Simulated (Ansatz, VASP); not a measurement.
# One calculation of NbSb, two programs

```
Nb Sb
1.0
     0.00000    3.16786    3.16786
     3.16786    0.00000    3.16786
     3.16786    3.16786    0.00000
Nb Sb
1 1
Direct
  0.00000 0.00000 0.00000
  0.25000 0.25000 0.25000
```

Alike in both runs: task single point; functional PBE; k mesh 10 × 10 × 10; occupations gaussian, width 0.05 eV; no spin polarisation.

|  | VASP | Ansatz |
| --- | --- | --- |
| version | VASP 6.6.1 | Ansatz 0.2.0 |
| potentials or method | VASP PAW PBE potentials, release 64 (Nb_sv, Sb), cutoff 500 eV | scalar-relativistic, plane waves, PAW |
| valence electrons in the cell | 18 | 28 |

```csv
,VASP,Ansatz,Ansatz less VASP
gap on the k mesh at the Fermi level (eV),none,none,-
pressure (GPa),-1.4,-1.4,+0.07
```

A gap of «none» marks a metal or a gap that the smearing closes. VASP's potentials hold 18 valence electrons a cell and Ansatz's 28, so a difference there can come from the potentials and not from the codes.

Neither program's run includes spin-orbit coupling.
